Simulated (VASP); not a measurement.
# Mg3BeS (P4mm) in VASP: notebook, part 2 of 2

VASP 6.6.1. The steps go on from the part before.

### 4 Relaxation of cell and atoms, PBE

File INCAR:

```
SYSTEM = Mg3BeS
ALGO = Normal ; EDIFF = 1E-6
EDIFFG = -0.04 ; ENCUT = 600
GGA = PE ; IBRION = 2
ISIF = 3 ; ISMEAR = 0
LASPH = .TRUE. ; LCHARG = .FALSE.
LREAL = .FALSE. ; LWAVE = .FALSE.
NELM = 100 ; NSW = 90
PREC = Accurate ; SIGMA = 0.1
```

File KPOINTS:

```
k-points
0
G
  6 6 4
  0 0 0
```

File POSCAR:

```
Mg3BeS
1.0
    3.6889557400      0.0000000000      0.0000000000
    0.0000000000      3.6889557400      0.0000000000
    0.0000000000      0.0000000000      6.3557934700
Mg Be S
3 1 1
Direct
    0.5000000000      0.0000000000      0.7940049000
    0.0000000000      0.5000000000      0.7940049000
    0.5000000000      0.5000000000      0.8094110600
    0.5000000000      0.5000000000      0.3489170500
    0.5000000000      0.5000000000      0.0659142400
```

Potentials or basis: VASP PAW PBE potentials, release 64 (Mg, Be, S).

Command:

```
$ cat potpaw_PBE.64/Mg/POTCAR potpaw_PBE.64/Be/POTCAR potpaw_PBE.64/S/POTCAR > POTCAR
$ mpirun -np 1 vasp_std > vasp.out
```

OUTCAR:

```text
SYSTEM = Mg3BeS
   EDIFF = 1E-6
   EDIFFG = -0.04
   ENCUT = 600
   GGA = PE
   IBRION = 2
   ISIF = 3
   ISMEAR = 0
   LASPH = .TRUE.
   LREAL = .FALSE.
   NELM = 100
   NSW = 90
   PREC = Accurate

 ion  position               nearest neighbor table
   1  0.500  0.000  0.794-   3 1.85   3 1.85   5 2.53   5 2.53   2 2.61   2 2.61   2 2.61   2 2.61

   2  0.000  0.500  0.794-   3 1.85   3 1.85   5 2.53   5 2.53   1 2.61   1 2.61   1 2.61   1 2.61

   3  0.500  0.500  0.809-   5 1.63   2 1.85   1 1.85   1 1.85   2 1.85   4 2.93
   4  0.500  0.500  0.349-   5 1.80   3 2.93
   5  0.500  0.500  0.066-   3 1.63   4 1.80   1 2.53   2 2.53   1 2.53   2 2.53

  LATTYP: Found a simple tetragonal cell.
 ALAT       =     3.6889557400
 C/A-ratio  =     1.7229248378

  Lattice vectors:

 A1 = (   3.6889557400,   0.0000000000,   0.0000000000)
 A2 = (   0.0000000000,   3.6889557400,   0.0000000000)
 A3 = (   0.0000000000,   0.0000000000,   6.3557934700)

Analysis of symmetry for initial positions (statically):
=====================================================================
 Subroutine PRICEL returns:
 Original cell was already a primitive cell.

 Routine SETGRP: Setting up the symmetry group for a
 simple tetragonal supercell.

 Subroutine GETGRP returns: Found  8 space group operations
 (whereof  8 operations were pure point group operations)
 out of a pool of 16 trial point group operations.

The static configuration has the point symmetry C_4v.

[... 292 lines left out ...]
      1     -13.1961      2.00000
      2      -5.2980      2.00000
      3      -3.7581      2.00000
      4      -3.1427      2.00000
      5      -3.1427      2.00000
      6      -1.6253      2.00000
      7      -0.0957      1.68327
      8       1.3293      0.00000
      9       1.5180      0.00000
     10       1.5180      0.00000
     11       2.5302      0.00000
[... 310 lines left out ...]
  band No.  band energies     occupation
      1     -13.1649      2.00000
      2      -5.0276      2.00000
      3      -4.0669      2.00000
      4      -3.0650      2.00000
      5      -2.6081      2.00000
      6      -1.9178      2.00000
      7      -1.6245      2.00000
      8       1.1906      0.00000
      9       1.6164      0.00000
     10       1.9405      0.00000
     11       2.1074      0.00000

 [... further k-points ...]

[... ionic steps 4 to 42 ...]

--------------------------------------- Ionic step       43  -------------------------------------------

 number of electron      14.0000001 magnetization

------------------------ aborting loop because EDIFF is reached ----------------------------------------
[... 73 lines left out ...]
--------------------------------------- Ionic step       45  -------------------------------------------

 number of electron      14.0000000 magnetization

 Free energy of the ion-electron system (eV)
  ---------------------------------------------------
  ext. energy  EPLUGINS =         0.00000000
  ---------------------------------------------------
  free energy    TOTEN  =       -11.42624906 eV

  energy without entropy =      -11.41771936  energy(sigma->0) =      -11.42198421

 E-fermi :   1.3580     XC(G=0):  -7.1412

 val. band max:        1.3378359651   @ k =   0.5000   0.1667   0.0000
 cond. band min:       1.3639589547   @ k =   0.5000   0.3333   0.2500
 fundamental gap:      0.0261229896
 Fermi energy:         1.3579680145

 k-point     1 :       0.0000    0.0000    0.0000
  band No.  band energies     occupation
      1     -12.5836      2.00000
      2      -5.1745      2.00000
      3      -3.1203      2.00000
      4      -2.1566      2.00000
      5      -2.1566      2.00000
      6      -0.5319      2.00000
      7       1.0718      1.99995
      8       3.6700      0.00000
      9       3.6700      0.00000
     10       3.6961      0.00000
     11       4.3768      0.00000
[... 354 lines left out ...]
  FREE ENERGIE OF THE ION-ELECTRON SYSTEM (eV)
  ---------------------------------------------------
  free  energy   TOTEN  =       -11.4262490555 eV

  energy  without entropy=      -11.4177193594  energy(sigma->0) =      -11.42198421

 reached required accuracy - stopping structural energy minimisation
```

It took 10 min on 1 thread of Intel Xeon 6975P-C (Granite Rapids), shared host; peak memory 0.25 GiB.

What came out:

| Property | Result |
| --- | --- |
| Free energy | -11.4262 eV |
| Relaxed volume | 29.53 Å³/atom |
| Relaxed cell | a = 4.176 Å, b = 4.176 Å, c = 8.465 Å, α = 90.00°, β = 90.00°, γ = 90.00° |
| Space group after relaxing (to 0.05 Å) | P4mm (No. 99) |
| Energy gained by relaxing | 4291.1 meV/atom |
| Ionic steps | 45 |
| Pressure after relaxing | 0.0 GPa |
| Largest force after relaxing | 0.015 eV/Å |
| Band gap on the k mesh | zero (band 7 reaches 1.77 eV, above the bottom of band 8 at 0.49 eV) |

Forces on the atoms (eV/Å):
```
Mg   0.000  0.000  0.002
Mg   0.000  0.000  0.002
Mg   0.000  0.000 -0.004
Be   0.000  0.000 -0.015
S    0.000  0.000  0.015
```

The path:
```tsv
step	energy change (eV)	largest force (eV/Å)	pressure (GPa)	volume (Å³)
1	0.0000	24.6681	75.27	86.49
3	-13.1055	17.7107	21.13	139.33
5	10.8421	52.5084	4.67	391.46
7	-15.1616	12.9177	3.10	202.17
9	-16.6422	6.6194	6.02	172.38
11	-18.1444	2.5292	1.22	203.40
13	-18.5147	0.8811	0.28	222.75
15	-18.6542	1.1183	0.07	227.30
17	-18.8933	1.1379	-1.21	245.43
19	-19.3767	2.8992	-1.00	233.12
21	-19.5591	5.2048	-0.36	223.54
23	-19.6731	5.1062	-0.44	221.22
25	-20.0529	4.4409	-0.57	210.97
27	-20.1415	3.8990	-0.43	204.57
29	-20.5240	1.0368	-2.00	204.58
31	-20.5822	1.1484	-2.93	204.50
33	-20.6608	1.0296	-2.71	201.23
35	-21.2300	0.4803	-2.03	172.95
37	-21.4415	0.2258	-0.50	152.13
39	-21.4449	0.2498	-0.12	148.81
41	-21.4518	0.1894	0.37	146.51
43	-21.4551	0.0547	0.04	147.48
45	-21.4553	0.0151	0.00	147.65
```

Final structure:
```
Mg Be S
1.0
     4.17645    0.00000    0.00000
     0.00000    4.17645    0.00000
     0.00000    0.00000    8.46483
Mg Be S
3 1 1
Direct
  0.50000 0.00000 0.89182
  0.00000 0.50000 0.89182
  0.50000 0.50000 0.61365
  0.50000 0.50000 0.32246
  0.50000 0.50000 0.09249
```

Caveat: the volume moved by over 15 % at a fixed basis, so the end points are rough.

### 5 Single point, PBE

This run uses another cell than the first one, of 29.76 Å³/atom, 1.720 times its volume.

File INCAR:

```
SYSTEM = Mg3BeS
  PREC = Accurate
  ENCUT = 520
  EDIFF = 1E-6
  ISMEAR = 0
  SIGMA = 0.1
  LREAL = .False.
  LASPH = .True.
  NELM = 60
  ALGO = Normal
  ISIF = 2
  LWAVE = .False.
  LCHARG = .False.
  GGA = PE
  NBANDS = 15
```

File KPOINTS:

```
Automatic mesh
0
Gamma
  10 10 6
  0 0 0
```

File POSCAR:

```
Mg3BeS
1.0
    4.1908991214      0.0000000000      0.0000000000
    0.0000000000      4.1908991214      0.0000000000
    0.0000000000      0.0000000000      8.4716414477
Mg Be S
3 1 1
Direct
    0.5000000000      0.0000000000      0.8919345309
    0.0000000000      0.5000000000      0.8919345309
    0.5000000000      0.5000000000      0.6139638455
    0.5000000000      0.5000000000      0.3218411447
    0.5000000000      0.5000000000      0.0925780982
```

Potentials or basis: VASP PAW PBE potentials, release 64 (Mg, Be, S).

Command:

```
$ cat potpaw_PBE.64/Mg/POTCAR potpaw_PBE.64/Be/POTCAR potpaw_PBE.64/S/POTCAR > POTCAR
$ mpirun -np 1 vasp_std > vasp.out
```

OUTCAR:

```text
SYSTEM = Mg3BeS
   PREC = Accurate
   ENCUT = 520
   EDIFF = 1E-6
   ISMEAR = 0
   LREAL = .False.
   LASPH = .True.
   NELM = 60
   ISIF = 2
   GGA = PE

 ion  position               nearest neighbor table
   1  0.500  0.000  0.892-   5 2.70   5 2.70   2 2.96   2 2.96   2 2.96   2 2.96   3 3.15   3 3.15

   2  0.000  0.500  0.892-   5 2.70   5 2.70   1 2.96   1 2.96   1 2.96   1 2.96   3 3.15   3 3.15

   3  0.500  0.500  0.614-   4 2.47   2 3.15   1 3.15   1 3.15   2 3.15
   4  0.500  0.500  0.322-   5 1.94   3 2.47
   5  0.500  0.500  0.093-   4 1.94   2 2.70   1 2.70   1 2.70   2 2.70

  LATTYP: Found a simple tetragonal cell.
 ALAT       =     4.1908991214
 C/A-ratio  =     2.0214376921

  Lattice vectors:

 A1 = (   4.1908991214,   0.0000000000,   0.0000000000)
 A2 = (   0.0000000000,   4.1908991214,   0.0000000000)
 A3 = (   0.0000000000,   0.0000000000,   8.4716414477)

Analysis of symmetry for initial positions (statically):
=====================================================================
 Subroutine PRICEL returns:
 Original cell was already a primitive cell.

 Routine SETGRP: Setting up the symmetry group for a
 simple tetragonal supercell.

 Subroutine GETGRP returns: Found  8 space group operations
 (whereof  8 operations were pure point group operations)
 out of a pool of 16 trial point group operations.

The static configuration has the point symmetry C_4v.

Analysis of symmetry for dynamics (positions and initial velocities):
=====================================================================
 Subroutine PRICEL returns:
 Original cell was already a primitive cell.

 Routine SETGRP: Setting up the symmetry group for a
 simple tetragonal supercell.

 Subroutine GETGRP returns: Found  8 space group operations
 (whereof  8 operations were pure point group operations)
 out of a pool of 16 trial point group operations.

The dynamic configuration has the point symmetry C_4v.

 Subroutine INISYM returns: Found  8 space group operations
[... 131 lines left out ...]
   IVDW    =     0    specifies the selected vdW correction
   LEPSILON=     F    determine dielectric tensor
   LRPA    =     F    only Hartree local field effects (RPA)
 non-spin polarized calculation
 Gauss-broadening in eV      SIGMA  =   0.10
  energy-cutoff  :      520.00
  volume of cell :      148.79
 maximum number of plane-waves:      4030
 NGX is ok and might be reduce to    32
   NGX = 15   NGY = 15   NGZ = 31

 number of electron      14.0000003 magnetization

 Free energy of the ion-electron system (eV)
  ---------------------------------------------------
  ext. energy  EPLUGINS =         0.00000000
  ---------------------------------------------------
  free energy    TOTEN  =       -11.40561440 eV

  energy without entropy =      -11.39377004  energy(sigma->0) =      -11.39969222

 E-fermi :   1.3386     XC(G=0):  -7.1122

 val. band max:        1.3364506457   @ k =   0.3000   0.3000   0.0000
 cond. band min:       1.3392758462   @ k =   0.5000   0.0000   0.1667
 fundamental gap:      0.0028252006
 Fermi energy:         1.3385927797

 k-point     1 :       0.0000    0.0000    0.0000
  band No.  band energies     occupation
      1     -12.5876      2.00000
      2      -5.1734      2.00000
      3      -3.1344      2.00000
      4      -2.1750      2.00000
      5      -2.1750      2.00000
      6      -0.5574      2.00000
      7       1.0461      1.99996
      8       3.6250      0.00000
      9       3.6250      0.00000
     10       3.6834      0.00000
     11       4.3223      0.00000
     12       4.4891      0.00000
     13       4.4891      0.00000
     14       5.7698      0.00000
[... 401 lines left out ...]
      2      -5.0332      2.00000
      3      -3.0974      2.00000
      4      -2.5377      2.00000
      5      -2.1132      2.00000
      6      -0.6180      2.00000
      7       1.4041      0.35450
      8       2.1168      0.00000
      9       3.2357      0.00000
     10       3.7341      0.00000
     11       4.1459      0.00000
     12       4.8254      0.00000
     13       5.4077      0.00000
     14       5.8835      0.00000
     15       6.7670      0.00000

 [... further k-points ...]
[... 5 lines left out ...]
  --------------------------------------------------------------------------------------
  -------------------------------------------------------------------------------------
  Total       -0.0542354     -0.0542354     -0.0516962      0.0000000      0.0000000      0.0000000
  in kB       -0.5839982     -0.5839982     -0.5566567      0.0000000      0.0000000      0.0000000
  external PRESSURE =      -0.5748844 kB  Pullay stress =       0.0000000 kB

 VOLUME and BASIS-vectors are now :
 -----------------------------------------------------------------------------
  energy-cutoff  :      520.00
  volume of cell :      148.79
      direct lattice vectors                 reciprocal lattice vectors
     4.190899121  0.000000000  0.000000000     0.238612281  0.000000000  0.000000000
     0.000000000  4.190899121  0.000000000     0.000000000  0.238612281  0.000000000
     0.000000000  0.000000000  8.471641448     0.000000000  0.000000000  0.118040879

 POSITION                                       TOTAL-FORCE (eV/Angst)
 -----------------------------------------------------------------------------------
      2.09545      0.00000      7.55615         0.000000      0.000000      0.001913
      0.00000      2.09545      7.55615         0.000000      0.000000      0.001913
      2.09545      2.09545      5.20128         0.000000      0.000000      0.003236
      2.09545      2.09545      2.72652         0.000000      0.000000      0.003213
      2.09545      2.09545      0.78429         0.000000     -0.000000     -0.010274
 -----------------------------------------------------------------------------------
    total drift:                                0.000000     -0.000000     -0.000203

  FREE ENERGIE OF THE ION-ELECTRON SYSTEM (eV)
  ---------------------------------------------------
  free  energy   TOTEN  =       -11.4056143984 eV

  energy  without entropy=      -11.3937700412  energy(sigma->0) =      -11.39969222
```

OSZICAR:

```text
N       E                     dE             d eps       ncg     rms          rms(c)
DAV:   1     0.392601454699E+02    0.39260E+02   -0.44561E+03  2520   0.688E+02
DAV:   2    -0.613271088248E+01   -0.45393E+02   -0.41010E+02  3283   0.101E+02
DAV:   3    -0.119014911183E+02   -0.57688E+01   -0.57246E+01  3521   0.373E+01
DAV:   4    -0.120190159789E+02   -0.11752E+00   -0.11749E+00  3066   0.645E+00
DAV:   5    -0.120213512793E+02   -0.23353E-02   -0.23352E-02  3643   0.954E-01    0.659E+00
DAV:   6    -0.114727802414E+02    0.54857E+00   -0.99028E-01  3143   0.449E+00    0.416E+00
DAV:   7    -0.114103140001E+02    0.62466E-01   -0.36881E-01  3339   0.268E+00    0.192E+00
DAV:   8    -0.114041031695E+02    0.62108E-02   -0.40155E-02  3144   0.110E+00    0.363E-01
DAV:   9    -0.114049121766E+02   -0.80901E-03   -0.66112E-03  2968   0.427E-01    0.135E-01
DAV:  10    -0.114053391488E+02   -0.42697E-03   -0.61923E-04  3234   0.126E-01    0.762E-02
DAV:  11    -0.114055822816E+02   -0.24313E-03   -0.26740E-04  2954   0.783E-02    0.199E-02
DAV:  12    -0.114056055366E+02   -0.23255E-04   -0.44546E-05  3360   0.317E-02    0.783E-03
DAV:  13    -0.114056142486E+02   -0.87121E-05   -0.18500E-05  2905   0.208E-02    0.692E-03
DAV:  14    -0.114056143984E+02   -0.14979E-06   -0.18829E-06  3491   0.721E-03
   1 F= -.11405614E+02 E0= -.11399692E+02  d E =-.118444E-01
```

It took 69 s on 1 thread of Intel Xeon 6975P-C (Granite Rapids), shared host; peak memory 0.37 GiB.

What came out:

```
Free energy            : -11.4056 eV
Pressure               : -0.1 GPa
Largest force          : 0.010 eV/Å
Band gap on the k mesh : zero (band 7 reaches 1.76 eV, above the bottom of band 8 at 0.46 eV)
```

Forces in eV/Å, atoms in the order of the input:
```
Mg   0.000  0.000  0.002
Mg   0.000  0.000  0.002
Mg   0.000  0.000  0.003
Be   0.000  0.000  0.003
S    0.000  0.000 -0.010
```

Levels at points of the mesh, in eV from the Fermi level:
| k point | band 3 | band 4 | band 5 | band 6 | band 7 | band 8 | band 9 | band 10 | band 11 | band 12 |
| --- | --- | --- | --- | --- | --- | --- | --- | --- | --- | --- |
| (0.00, 0.00, 0.00) | -4.47 | -3.51 | -3.51 | -1.90 | -0.29 | 2.29 | 2.29 | 2.34 | 2.98 | 3.15 |
| (0.50, 0.00, 0.00) | -5.32 | -3.33 | -3.18 | -2.12 | -0.85 | -0.18 | 1.98 | 2.73 | 3.17 | 3.46 |
| (0.50, 0.50, 0.00) | -4.79 | -4.79 | -1.89 | -1.16 | -0.59 | -0.59 | 0.15 | 0.74 | 0.74 | 2.91 |
| (0.00, 0.00, 0.50) | -3.95 | -3.51 | -3.51 | -2.87 | 0.41 | 1.99 | 1.99 | 2.59 | 3.05 | 3.94 |
| (0.50, 0.00, 0.50) | -5.30 | -3.33 | -2.72 | -2.32 | -1.69 | 0.83 | 1.48 | 2.78 | 2.88 | 3.77 |
| (0.50, 0.50, 0.50) | -4.78 | -4.78 | -1.49 | -1.15 | -0.88 | -0.88 | -0.58 | 1.83 | 1.83 | 2.55 |

### 6 The runs side by side

| task | cell | k mesh | cutoff (eV) | gap on the mesh (eV) | pressure (GPa) | largest force (eV/Å) |
| --- | --- | --- | --- | --- | --- | --- |
| single point | a = 3.689, b = 3.689, c = 6.356 Å, 5 atoms | 6 × 6 × 4 | 520 | none | 75.3 | 24.67 |
| single point | a = 4.179, b = 4.179, c = 8.475 Å, 5 atoms | 6 × 6 × 4 | 520 | none | 0.0 | 0.01 |
| relaxation of cell and atoms | relaxed from a = 3.689, b = 3.689, c = 6.356 Å, 5 atoms | 6 × 6 × 4 | 600 | none | 0.0 | 0.02 |
| single point | a = 4.191, b = 4.191, c = 8.472 Å, 5 atoms | 10 × 10 × 6 | 520 | none | -0.1 | 0.01 |

Alike in all rows: level PBE; potentials or basis VASP PAW PBE potentials, release 64 (Mg, Be, S); no spin polarisation; smearing gaussian 0.1 eV.

Caveats: forces of over 1 eV/Å act on the atoms, so gaps and moduli don't describe the material at rest (some runs); the volume moved by over 15 % at a fixed basis, so the end points are rough (some runs).

Total energies depend on the potentials used, so only differences within one code and one set of settings carry meaning.
